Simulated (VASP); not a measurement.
Crystal: KTaO3.

```
K Ta O
1.0
     4.02438    0.00000    0.00000
     0.00000    4.02438    0.00000
     0.00000    0.00000    4.02438
K Ta O
1 1 3
Direct
  0.50000 0.50000 0.50000
  0.00000 0.00000 0.00000
  0.50000 0.00000 0.00000
  0.00000 0.50000 0.00000
  0.00000 0.00000 0.50000
```

```yaml
Program: VASP 6.6.1
Task: relaxation of cell and atoms
Functional: LDA
Potentials_or_basis: VASP PAW LDA potentials, release 64 (K_sv, Ta_sv_GW, O)
Cutoff: 600 eV
k_mesh: 8 × 8 × 8
Occupations: gaussian, width 0.02 eV
Spin: no spin polarisation
```

At the start: pressure -9.9 GPa; volume 13.04 Å³/atom.

Question: How do energy, volume and symmetry change on relaxing?

Answer: Over 4 steps the energy falls by 21.0 meV/atom and the volume is 12.39 Å³/atom (-5.0 %); space group Pm-3m (No. 221, to 0.1 Å) before and after.

The path:
```
step  energy change (eV)  largest force (eV/Å)  pressure (GPa)  volume (Å³)
   1              0.0000                0.0000           -9.94        65.18
   2              0.1057                0.0000           17.54        57.84
   3             -0.1051                0.0000           -0.18        62.00
   4             -0.1051                0.0000            0.03        61.94
```

Final structure:
```
CELL_PARAMETERS angstrom
3.95652 0.00000 0.00000
0.00000 3.95652 0.00000
0.00000 0.00000 3.95652
ATOMIC_POSITIONS crystal
K 0.50000 0.50000 0.50000
Ta 0.00000 0.00000 0.00000
O 0.50000 0.00000 0.00000
O 0.00000 0.50000 0.00000
O 0.00000 0.00000 0.50000
```
